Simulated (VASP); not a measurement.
# Tl (Im-3m) in VASP: a series of runs

Aim: see how the results for Tl move with the level of theory and the settings. Levels: revPBE, PBEsol, PBE. Tasks: single point.

Everything below comes from runs of VASP 6.6.1. Logs are shortened: lines on timing, memory, paths and dates and some standing lists are left out, and cuts for length are marked.

**1. The cell of the first run**

It takes space group Im-3m (No. 229, cubic). Conventional cell: a = 3.830 Å, b = 3.830 Å, c = 3.830 Å, α = 90.00°, β = 90.00°, γ = 90.00°. Tl (site symmetry m-3m) has 14 Tl at 3.32 to 3.83 Å within 4.4 Å.

This isn't the form of Tl at room conditions, which is hcp.

**2. Single point, revPBE**

Input file INCAR:

```
SYSTEM = Tl
PREC = Accurate
ENCUT = 520
EDIFF = 1E-6
ISMEAR = -1
SIGMA = 0.05
LREAL = .False.
LASPH = .True.
NELM = 80
ALGO = Normal
ISIF = 2
LWAVE = .False.
LCHARG = .False.
GGA = RE
NBANDS = 12
```

Input file KPOINTS:

```
Automatic mesh
0
Gamma
  13 13 13
  0 0 0
```

Input file POSCAR:

```
Tl
1.0
   -1.9147670545      1.9147670545      1.9147670545
    1.9147670545     -1.9147670545      1.9147670545
    1.9147670545      1.9147670545     -1.9147670545
Tl
1
Direct
    0.0000000000      0.0000000000      0.0000000000
```

Potentials or basis: VASP PAW PBE potentials, release 64 (Tl_d).

Started as:

```sh
> cat potpaw_PBE.64/Tl_d/POTCAR > POTCAR
> mpirun -np 1 vasp_std > vasp.out
```

OUTCAR:

```text
SYSTEM = Tl
   PREC = Accurate
   ENCUT = 520
   EDIFF = 1E-6
   ISMEAR = -1
   LREAL = .False.
   LASPH = .True.
   NELM = 80
   ISIF = 2
   GGA = RE

 ion  position               nearest neighbor table
   1  0.000  0.000  0.000-

  LATTYP: Found a body centered cubic cell.
 ALAT       =     3.8295341090

  Lattice vectors:

 A1 = (  -1.9147670545,   1.9147670545,   1.9147670545)
 A2 = (   1.9147670545,  -1.9147670545,   1.9147670545)
 A3 = (   1.9147670545,   1.9147670545,  -1.9147670545)

Analysis of symmetry for initial positions (statically):
=====================================================================
 Subroutine PRICEL returns:
 Original cell was already a primitive cell.

 Routine SETGRP: Setting up the symmetry group for a
 body centered cubic supercell.

 Subroutine GETGRP returns: Found 48 space group operations
 (whereof 48 operations were pure point group operations)
 out of a pool of 48 trial point group operations.

The static configuration has the point symmetry O_h .

Analysis of symmetry for dynamics (positions and initial velocities):
=====================================================================
 Subroutine PRICEL returns:
 Original cell was already a primitive cell.

 Routine SETGRP: Setting up the symmetry group for a
 body centered cubic supercell.

 Subroutine GETGRP returns: Found 48 space group operations
 (whereof 48 operations were pure point group operations)
 out of a pool of 48 trial point group operations.

The dynamic configuration has the point symmetry O_h .

 Subroutine INISYM returns: Found 48 space group operations
 (whereof 48 operations are pure point group operations),
 and found     1 'primitive' translations

----------------------------------------------------------------------------------------

                                     Primitive cell

  volume of cell :      28.0807

  direct lattice vectors                    reciprocal lattice vectors
    -1.914767054  1.914767054  1.914767054     0.000000000  0.261128370  0.261128370
     1.914767054 -1.914767054  1.914767054     0.261128370  0.000000000  0.261128370
     1.914767054  1.914767054 -1.914767054     0.261128370  0.261128370  0.000000000

  length of vectors
     3.316473823  3.316473823  3.316473823     0.369291282  0.369291282  0.369291282

  position of ions in fractional coordinates (direct lattice)
     0.000000000  0.000000000  0.000000000

  ion indices of the primitive-cell ions
   primitive index   ion index
                 1           1

----------------------------------------------------------------------------------------

 KPOINTS: Automatic mesh

Automatic generation of k-mesh.
 Grid dimensions read from file:
 generate k-points for:   13   13   13

 Generating k-lattice:

  Cartesian coordinates                     Fractional coordinates (reciprocal lattice)
     0.000000000  0.020086798  0.020086798     0.076923077  0.000000000  0.000000000
     0.020086798  0.000000000  0.020086798     0.000000000  0.076923077  0.000000000
     0.020086798  0.020086798  0.000000000     0.000000000  0.000000000  0.076923077

  Length of vectors
     0.028407022  0.028407022  0.028407022

  Shift w.r.t. Gamma in fractional coordinates (k-lattice)
     0.000000000  0.000000000  0.000000000

 Subroutine IBZKPT returns following result:
 ===========================================

 Found     84 irreducible k-points:

 Following reciprocal coordinates:
            Coordinates               Weight
  0.000000  0.000000  0.000000      1.000000
  0.076923  0.000000  0.000000     12.000000
  0.153846  0.000000  0.000000     12.000000
  0.230769  0.000000  0.000000     12.000000
  0.307692  0.000000  0.000000     12.000000
  0.384615  0.000000  0.000000     12.000000
[... 16 lines left out ...]
  0.153846  0.076923  0.076923     24.000000
  0.230769  0.076923  0.076923     24.000000
 [... further k-points ...]
   k-points           NKPTS =     84   k-points in BZ     NKDIM =     84   number of bands    NBANDS=     12
   number of dos      NEDOS =    301   number of ions     NIONS =      1
   total plane-waves  NPLWV =  21952
   dimension x,y,z NGX =    28 NGY =   28 NGZ =   28
   dimension x,y,z NGXF=    56 NGYF=   56 NGZF=   56
   ions per type =               1
   NGX,Y,Z   is equivalent  to a cutoff of  14.04, 14.04, 14.04 a.u.
   NGXF,Y,Z  is equivalent  to a cutoff of  28.07, 28.07, 28.07 a.u.
 SYSTEM =  Tl
   PREC   = accura    normal or accurate (medium, high low for compatibility)
   ISTART =      0    job   : 0-new  1-cont  2-samecut
   ICHARG =      2    charge: 1-file 2-atom 10-const
   ISPIN  =      1    spin polarized calculation?
   LNONCOLLINEAR =      F non collinear calculations
   LSORBIT =      F    spin-orbit coupling
   LASPH  =      T    aspherical Exc in radial PAW
   ENCUT  =  520.0 eV  38.22 Ry    6.18 a.u.   6.17  6.17  6.17*2*pi/ulx,y,z
   NELM   =     80;   NELMIN=  2; NELMDL= -5     # of ELM steps
   EDIFF  = 0.1E-05   stopping-criterion for ELM
   LREAL  =      F    real-space projection
   EDIFFG = 0.1E-04   stopping-criterion for IOM
   NSW    =      0    number of steps for IOM
   IBRION =     -1    ionic relax: 0-MD 1-quasi-New 2-CG
   NFREE  =      0    steps in history (QN), initial steepest desc. (CG)
   ISIF   =      2    stress and relaxation
   ISYM   =      2    0-nonsym 1-usesym 2-fastsym
   POTIM  = 0.5000    time-step for ionic-motion
   TEBEG  =    0.0;   TEEND  =   0.0 temperature during run
   PSTRESS=    0.0 pullay stress
   NELECT =      13.0000    total number of electrons
   NUPDOWN=      -1.0000    fix difference up-down
   EMIN   =  10.00;   EMAX   =-10.00  energy-range for DOS
   EFERMI =   0.00;   METHOD = LEGACY
   ISMEAR =    -1;   SIGMA  =   0.05  broadening in eV -4-tet -1-fermi 0-gaus
   EFERMI_NEDOS =   21; number of points for ismear=-14 and -15
   IALGO  =     38    algorithm
   IMIX   =      4    mixing-type and parameters
     AMIX     =   0.40;   BMIX     =  1.00
     AMIX_MAG =   1.60;   BMIX_MAG =  1.00
  volume/ion in A,a.u.               =      28.08       189.50
  Fermi-wavevector in a.u.,A,eV,Ry     =   1.266446  2.393236 21.822186  1.603885
  Thomas-Fermi vector in A             =   2.399646
   LORBIT       =      0    0 simple, 1 ext, 2 COOP (PROOUT), +10 PAW based schemes
   GGA     = RE    functional components
   LHFCALC =     F    Hartree Fock is set to
   AEXX    =    0.0000 exact exchange contribution
   IVDW    =     0    specifies the selected vdW correction
   LEPSILON=     F    determine dielectric tensor
   LRPA    =     F    only Hartree local field effects (RPA)
 non-spin polarized calculation
  energy-cutoff  :      520.00
  volume of cell :       28.08
 maximum number of plane-waves:       767
 NGX is ok and might be reduce to    28
   NGX = 13   NGY = 13   NGZ = 13

 number of electron      12.9999997 magnetization

 Free energy of the ion-electron system (eV)
  ---------------------------------------------------
  ext. energy  EPLUGINS =         0.00000000
  ---------------------------------------------------
  free energy    TOTEN  =        -1.82695530 eV

  energy without entropy =       -1.82173570  energy(sigma->0) =       -1.82434550

 E-fermi :   6.8586     XC(G=0): -10.1983

 val. band max:        6.8324890790   @ k =   0.2308   0.2308   0.2308
 cond. band min:       6.8838706405   @ k =  -0.3077   0.4615   0.0769
 fundamental gap:      0.0513815615
 Fermi energy:         6.8585907070

 k-point     1 :       0.0000    0.0000    0.0000
  band No.  band energies     occupation
      1      -4.8768      2.00000
      2      -4.8768      2.00000
      3      -4.8768      2.00000
      4      -4.4297      2.00000
      5      -4.4297      2.00000
      6      -3.2871      2.00000
      7      17.9393      0.00000
      8      17.9393      0.00000
      9      17.9393      0.00000
     10      19.2480      0.00000
     11      19.2480      0.00000
     12      19.2480      0.00000

 k-point     2 :       0.0769    0.0000    0.0000
  band No.  band energies     occupation
      1      -4.8880      2.00000
      2      -4.8692      2.00000
      3      -4.8376      2.00000
      4      -4.4420      2.00000
      5      -4.4298      2.00000
      6      -3.1502      2.00000
      7      16.4886      0.00000
      8      17.4259      0.00000
      9      17.6038      0.00000
     10      18.8088      0.00000
     11      19.1540      0.00000
     12      19.2352      0.00000

 k-point     3 :       0.1538    0.0000    0.0000
  band No.  band energies     occupation
      1      -4.9190      2.00000
      2      -4.8613      2.00000
      3      -4.7270      2.00000
      4      -4.4711      2.00000
      5      -4.4299      2.00000
      6      -2.7288      2.00000
      7      13.8387      0.00000
      8      16.3100      0.00000
      9      16.7370      0.00000
     10      18.2411      0.00000
     11      18.9373      0.00000
     12      19.5810      0.00000
[... 286 lines left out ...]
 k-point    23 :       0.1538    0.0769    0.0769
  band No.  band energies     occupation
      1      -4.9483      2.00000
      2      -4.8995      2.00000
      3      -4.5551      2.00000
      4      -4.4725      2.00000
      5      -4.4416      2.00000
      6      -1.7137      2.00000
      7      10.8865      0.00000
      8      13.4604      0.00000
      9      14.1544      0.00000
     10      20.1059      0.00000
     11      20.2539      0.00000
     12      20.8021      0.00000

 k-point    24 :       0.2308    0.0769    0.0769
  band No.  band energies     occupation
      1      -4.9909      2.00000
      2      -4.9168      2.00000
      3      -4.4831      2.00000
      4      -4.4333      2.00000
      5      -4.4213      2.00000
      6      -0.7174      2.00000
      7       8.6192      0.00000
      8      12.3244      0.00000
      9      13.4325      0.00000
     10      19.7726      0.00000
     11      20.1870      0.00000
     12      21.8218      0.00000

 [... further k-points ...]

------------------------ aborting loop because EDIFF is reached ----------------------------------------

  FORCE on cell =-STRESS in cart. coord.  units (eV):
  Direction    XX          YY          ZZ          XY          YZ          ZX
  --------------------------------------------------------------------------------------
  -------------------------------------------------------------------------------------
  Total        0.9384831      0.9384831      0.9384831      0.0000000      0.0000000      0.0000000
  in kB       53.5462700     53.5462700     53.5462700      0.0000000      0.0000000      0.0000000
  external PRESSURE =      53.5462700 kB  Pullay stress =       0.0000000 kB

 VOLUME and BASIS-vectors are now :
 -----------------------------------------------------------------------------
  energy-cutoff  :      520.00
  volume of cell :       28.08
      direct lattice vectors                 reciprocal lattice vectors
    -1.914767054  1.914767054  1.914767054     0.000000000  0.261128370  0.261128370
     1.914767054 -1.914767054  1.914767054     0.261128370  0.000000000  0.261128370
     1.914767054  1.914767054 -1.914767054     0.261128370  0.261128370  0.000000000

 POSITION                                       TOTAL-FORCE (eV/Angst)
 -----------------------------------------------------------------------------------
      0.00000      0.00000      0.00000        -0.000000      0.000000     -0.000000
 -----------------------------------------------------------------------------------
    total drift:                               -0.000000     -0.000000     -0.000000

  FREE ENERGIE OF THE ION-ELECTRON SYSTEM (eV)
  ---------------------------------------------------
  free  energy   TOTEN  =        -1.8269553011 eV

  energy  without entropy=       -1.8217357002  energy(sigma->0) =       -1.82434550
```

Run time: 23 s. Hardware: 1 thread of Intel Xeon Platinum 8259CL at 2.50GHz (Skylake/Cascade Lake), shared host; peak memory 0.17 GiB.

Results:

| Quantity | Value |
| --- | --- |
| Free energy | -1.8270 eV |
| Pressure | 5.4 GPa |
| Band gap on the k mesh | zero (an odd number of electrons rules out a gap without spin polarisation) |

Levels at points of the mesh, in eV from the Fermi level:
```
           k point  band 3  band 4  band 5  band 6  band 7  band 8  band 9  band 10
(0.00, 0.00, 0.00)  -11.74  -11.29  -11.29  -10.15   11.08   11.08   11.08    12.39
```

Caveat: the cell stands under pressure; the PAW data sets were made with another functional, which shifts forces and pressure a little; spin-orbit coupling is left out, which moves the levels of the heavy elements.

**3. Single point, PBEsol**

This run uses another cell than the first one, of 29.25 Å³/atom.

Input file INCAR:

```
SYSTEM = Tl
ALGO = Normal
EDIFF = 1E-6
ENCUT = 520
GGA = PS
ISIF = 2
ISMEAR = -1
LASPH = .TRUE.
LCHARG = .TRUE.
LELF = .TRUE.
LREAL = .FALSE.
LVHAR = .TRUE.
LWAVE = .FALSE.
NBANDS = 12
NELM = 60
PREC = Accurate
SIGMA = 0.05
```

Input file KPOINTS:

```
k-points
0
G
  13 13 13
  0 0 0
```

Input file POSCAR:

```
Tl
1.0
   -1.9410000000      1.9410000000      1.9410000000
    1.9410000000     -1.9410000000      1.9410000000
    1.9410000000      1.9410000000     -1.9410000000
Tl
1
Direct
    0.0000000000      0.0000000000      0.0000000000
```

Potentials or basis: VASP PAW PBE potentials, release 64 (Tl_d).

Started as:

```sh
> cat potpaw_PBE.64/Tl_d/POTCAR > POTCAR
> mpirun -np 1 vasp_std > vasp.out
```

Run time: 24 s. Hardware: 1 thread of Intel Xeon Platinum 8259CL at 2.50GHz (Skylake/Cascade Lake), shared host; peak memory 0.17 GiB.

The run converged. Its results:

| Quantity | Value |
| --- | --- |
| Free energy | -2.6246 eV |
| Pressure | -0.8 GPa |
| Band gap on the k mesh | zero (an odd number of electrons rules out a gap without spin polarisation) |

Levels at points of the mesh, in eV from the Fermi level:
| k point | band 2 | band 3 | band 4 | band 5 | band 6 | band 7 | band 8 | band 9 | band 10 | band 11 |
| --- | --- | --- | --- | --- | --- | --- | --- | --- | --- | --- |
| (0.00, 0.00, 0.00) | -11.53 | -11.53 | -11.12 | -11.12 | -9.87 | 10.64 | 10.64 | 10.64 | 12.31 | 12.31 |

Caveat: the PAW data sets were made with another functional, which shifts forces and pressure a little; spin-orbit coupling is left out, which moves the levels of the heavy elements.

**4. Single point, PBE, non-collinear spin, zero start, spin-orbit coupling**

This run uses another cell than the first one, of 29.25 Å³/atom.

Input file INCAR:

```
SYSTEM = Tl
PREC = Accurate ; ENCUT = 520
EDIFF = 1E-7 ; ISMEAR = -1
SIGMA = 0.05 ; LREAL = .False.
LASPH = .True. ; NELM = 150
ALGO = Normal ; ISIF = 2
LWAVE = .False. ; LCHARG = .False.
MAGMOM = 0 0 0 ; LORBIT = 11
LSORBIT = .True. ; GGA_COMPAT = .False.
LORBMOM = .True. ; GGA = PE
NBANDS = 24
```

Input file KPOINTS:

```
Automatic mesh
0
Gamma
  13 13 13
  0 0 0
```

POSCAR is that of step 3.

Started as:

```sh
> cat potpaw_PBE.64/Tl_d/POTCAR > POTCAR
> mpirun -np 1 vasp_ncl > vasp.out
```

Run time: 2.2 min. Hardware: 1 thread of Intel Xeon Platinum 8259CL at 2.50GHz (Skylake/Cascade Lake), shared host; peak memory 0.29 GiB.

It converged, with:

```yaml
Free_energy: -2.5062 eV
Pressure: 1.9 GPa
Net_moment: 0.00 μB per cell
Valence_electrons_inside_the_program's_atomic_spheres: Tl 11.22
```

Moments on the atoms (μB; x, y, z):
```
Tl  0.00 0.00 0.00
```

**5. Overview**

```tsv
level	spin	cell	gap on the mesh (eV)	pressure (GPa)
revPBE	off	a = 3.316 Å, angles 109.5°, 1 atom	none	5.4
PBEsol	off	a = 3.362 Å, angles 109.5°, 1 atom	none	-0.8
PBE	non-collinear, zero start, SOC	a = 3.362 Å, angles 109.5°, 1 atom	-	1.9
```

Alike in all rows: task single point; potentials or basis VASP PAW PBE potentials, release 64 (Tl_d); k mesh 13 × 13 × 13; cutoff (eV) 520; smearing fermi-dirac 0.05 eV.

Caveats: the PAW data sets were made with another functional, which shifts forces and pressure a little (at least some runs); spin-orbit coupling is left out, which moves the levels of the heavy elements (at least some runs); the cell stands under pressure (at least some runs).

Absolute energies hang on the potentials; compare differences alone.

The gap in the log of VASP goes by the Fermi energy; the results here count the filled bands.